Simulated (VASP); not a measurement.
Here is a VASP 6.6.1 calculation.

Contents of POSCAR:

```
Te2Mo
1.0
    3.5603917377      0.0000000000      0.0000000000
   -1.7801958688      3.0833896922      0.0000000000
    0.0000000000      0.0000000000     24.8112624000
Te Mo
4 2
Direct
    0.3333333333      0.6666666667      0.2236394800
    0.6666666667      0.3333333333      0.9206288600
    0.6666666667      0.3333333333      0.7763605200
    0.3333333333      0.6666666667      0.0793711400
    0.6666666667      0.3333333333      0.1515414900
    0.3333333333      0.6666666667      0.8484585100
```

File INCAR.step1:

```
PREC = Accurate
ENCUT = 520
ISMEAR = -1
SIGMA = 0.05
LREAL = F
LASPH = T
NELM = 100
NBANDS = 35
GGA = PE
ALGO = Normal
EDIFF = 1E-4
LWAVE = T
LCHARG = F
```

The input INCAR.step2:

```
PREC = Accurate
ENCUT = 520
EDIFF = 1E-7
ISMEAR = -1
SIGMA = 0.05
LREAL = F
LASPH = T
NELM = 100
ALGO = Normal
ISIF = 2
LWAVE = F
LCHARG = T
METAGGA = R2SCAN
LMIXTAU = T
LELF = T
LVHAR = T
NBANDS = 35
ISTART = 1
```

KPOINTS

```
regular mesh
0
Gamma
  9 9 2
```

Potentials or basis: VASP PAW PBE potentials, release 64 (Te, Mo_sv).

Command:

```bash
$ cat potpaw_PBE.64/Te/POTCAR potpaw_PBE.64/Mo_sv/POTCAR > POTCAR
$ cp INCAR.step1 INCAR
$ mpirun -np 1 vasp_std > vasp.out
$ cp INCAR.step2 INCAR
$ mpirun -np 1 vasp_std > vasp.out
```

Predict the largest force.

0.049 eV/Å.

Estimate the band gap on the k mesh.

1.10 eV.

Forces on the atoms (eV/Å):
```
Te   0.000  0.000  0.030
Te   0.000  0.000  0.049
Te   0.000  0.000 -0.030
Te   0.000  0.000 -0.049
Mo   0.000  0.000 -0.002
Mo   0.000  0.000  0.002
```

Caveat: there is no dipole correction, which matters where the two faces differ; the PAW data sets were made with another functional, which shifts forces and pressure a little; spin-orbit coupling is left out, which moves the levels of the heavy elements.
